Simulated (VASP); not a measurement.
A run of VASP 6.6.1:

Contents of INCAR:

```
SYSTEM = Si30C
PREC = Accurate
ENCUT = 520
EDIFF = 1E-6
ISMEAR = 0
SIGMA = 0.02
LREAL = Auto
LASPH = .TRUE.
NELM = 80
ALGO = Normal
ISIF = 2
LWAVE = .FALSE.
LCHARG = .TRUE.
GGA = PE
LELF = .TRUE.
LVHAR = .TRUE.
NBANDS = 83
```

File KPOINTS:

```
Automatic mesh
0
Gamma
  2 2 2
  0.5 0.5 0.5
```

The input POSCAR:

```
Si30C
1.0
   -5.7769209609      3.3353068718      6.3650226989
    5.7769209609     -3.3353068718      6.3650226989
    3.8512806405      6.6706137437     -6.3650226989
C Si
1 30
Direct
    0.1127447640     -0.2560224095     -0.0561411142
    0.7402467706      0.5823133212      0.2438666880
    0.1160671402      0.4508970306      0.5010409181
    0.6197013039      0.9467423675      0.5026776299
    0.4980621427      0.3333296878      0.7578030906
    1.0075548255      0.8070965747      0.7776565123
    0.8698067189      0.2025145423      0.0014026922
    0.3241932863      0.7029450051      0.9903093575
    0.3244374258      0.4857338743      0.2515304015
    0.8223057646      0.9916009558      0.2465548865
    0.2012606397      0.8730937176      0.5028505038
    0.6927710506      0.3626947272      0.4972709106
    0.5704676003      0.7433890422      0.7539675159
    0.0753051175      0.2346545707      0.7515268488
    0.9758753324      0.6338179026      0.9873408590
    0.4438977406      0.1174442035      0.0109756429
    0.4115059485      0.2493341857      0.2594904265
    0.9365266273      0.7642432022      0.2395631001
    0.3019495054      0.6400192596      0.4996311437
    0.8052288003      0.1358716227      0.5014834518
    0.6873771562      0.5195399276      0.7567424126
    0.1752727992      0.0016341793      0.7553787570
    0.0546335268      0.3934924792      0.0003252463
    0.5397244291      0.8822202230      1.0009376695
    0.4989708845      0.6787758285      0.2418169792
    0.0130226424      0.1824661416      0.2516615610
    0.3967789063      0.0640713128      0.5113892377
    0.8785939397      0.5508076971      0.4936153432
    0.7705280587      0.9231872212      0.7586248205
    0.2608204333      0.4285593397      0.7530057833
    0.6345698856      0.3004000990      0.0057005571
```

Potentials or basis: VASP PAW PBE potentials, release 64 (C, Si).

Launch:

```console
$ cat potpaw_PBE.64/C/POTCAR potpaw_PBE.64/Si/POTCAR > POTCAR
$ mpirun -np 1 vasp_std > vasp.out
```

Hardware: 1 thread of AMD EPYC 7R13 Processor (Zen 3) (shared host).

Problem. How long does it take, and how much memory?

Solution. Wall time 11 min on 1 thread of AMD EPYC 7R13 Processor (Zen 3) (shared host), peak memory 0.75 GiB. Counts: scf iterations 16, k points 4.
